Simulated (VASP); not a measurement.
Input of a VASP 6.6.1 run:

Contents of POSCAR:

```
NaH
1.0
    0.0000000000      2.2364433479      2.4231863675
    2.2364433479      0.0000000000      2.4231863675
    2.2364433479      2.2364433479      0.0000000000
Na H
1 1
Direct
    0.0000000000      0.0000000000      0.0000000000
    0.5000000000      0.5000000000      0.5000000000
```

File INCAR.step1:

```
SYSTEM = NaH
  ALGO = Normal
  EDIFF = 1E-4
  ENCUT = 520
  GGA = PE
  ISMEAR = -1
  LASPH = .True.
  LCHARG = .False.
  LREAL = .False.
  LWAVE = .True.
  NBANDS = 11
  NELM = 80
  PREC = Accurate
  SIGMA = 0.2
```

File INCAR.step2:

```
SYSTEM = NaH
  ALGO = Normal
  EDIFF = 1E-7
  ENCUT = 520
  ISIF = 2
  ISMEAR = -1
  ISTART = 1
  LASPH = .True.
  LCHARG = .False.
  LMIXTAU = .True.
  LREAL = .False.
  LWAVE = .False.
  METAGGA = R2SCAN
  NBANDS = 11
  NELM = 80
  PREC = Accurate
  SIGMA = 0.2
```

Contents of KPOINTS:

```
k-points
0
Gamma
  10 10 10
  0 0 0
```

Potentials or basis: VASP PAW PBE potentials, release 64 (Na_pv, H).

Command:

```console
$ cat potpaw_PBE.64/Na_pv/POTCAR potpaw_PBE.64/H/POTCAR > POTCAR
$ cp INCAR.step1 INCAR
$ mpirun -np 1 vasp_std > vasp.out
$ cp INCAR.step2 INCAR
$ mpirun -np 1 vasp_std > vasp.out
```

Task: Predict the pressure.

Result: 4.1 GPa.

Task: Estimate the band gap on the k mesh.

Result: 4.62 eV, indirect (least direct gap 5.34 eV).

Stress tensor (GPa, compression positive):
```
5.68 0.00 0.00
0.00 5.68 0.00
0.00 0.00 0.92
```

Caveat: the PAW data sets were made with another functional, which shifts forces and pressure a little. A k mesh can miss the band edges.
